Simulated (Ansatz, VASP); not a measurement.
**PbS: VASP beside Ansatz**

INCAR

```
ALGO     = Normal         # electronic algorithm
EDIFF    = 1E-6           # SCF threshold, eV
ENCUT    = 520            # plane-wave cutoff, eV
GGA      = PS             # functional
ISIF     = 2              # what is computed and relaxed
ISMEAR   = 0              # smearing method
LASPH    = T              # aspherical terms in the spheres
LCHARG   = F              # write CHGCAR
LREAL    = F              # projectors in reciprocal space
LWAVE    = F              # write WAVECAR
NBANDS   = 17             # bands
NELM     = 80             # most SCF steps
PREC     = Accurate       # precision mode
SIGMA    = 0.03           # smearing width, eV
```

The input KPOINTS:

```
k-points
0
Gamma
  10 10 10
```

Contents of POSCAR:

```
PbS
1.0
    0.0000000000      3.1132500000      3.1132500000
    3.1132500000      0.0000000000      3.1132500000
    3.1132500000      3.1132500000      0.0000000000
Pb S
1 1
Direct
    0.0000000000      0.0000000000      0.0000000000
    0.5000000000      0.5000000000      0.5000000000
```

Input for Ansatz:

```yaml
crystal:
  lattice:
    - [0.0, 3.11325, 3.11325]
    - [3.11325, 0.0, 3.11325]
    - [3.11325, 3.11325, 0.0]
  atoms:
    - { symbol: Pb, position: [0.0, 0.0, 0.0] }
    - { symbol: S, position: [0.5, 0.5, 0.5] }
basis:
  ecutwfc: 420
kpoints:
  mp_grid: { grid: [10, 10, 10] }
hamiltonian:
  xc: pbesol
scf:
  occupations: { method: gaussian, width: 0.03 }
output:
  forces: true
  stress: true
  eigenvalues: true
```

Change from the starting cell: strain +0.050 along x and y, +0.050 along z, atoms carried along.

Alike in both runs: task single point; functional PBEsol; k mesh 10 × 10 × 10; occupations gaussian, width 0.03 eV; no spin polarisation.

|  | VASP | Ansatz |
| --- | --- | --- |
| version | VASP 6.6.1 | Ansatz 0.2.0 |
| potentials or method | VASP PAW PBE potentials, release 64 (Pb_d, S), cutoff 520 eV | scalar-relativistic, plane waves, PAW |
| valence electrons in the cell | 20 | 20 |

```csv
,VASP,Ansatz,Ansatz less VASP
gap on the k mesh at the Fermi level (eV),0.69,0.68,-0.004
least direct gap on the mesh (eV),0.69,0.68,-0.004
pressure (GPa),-6.8,-6.8,+0.05
```

VASP's potentials were made for PBE, not for PBEsol.

Spin-orbit coupling is off throughout.
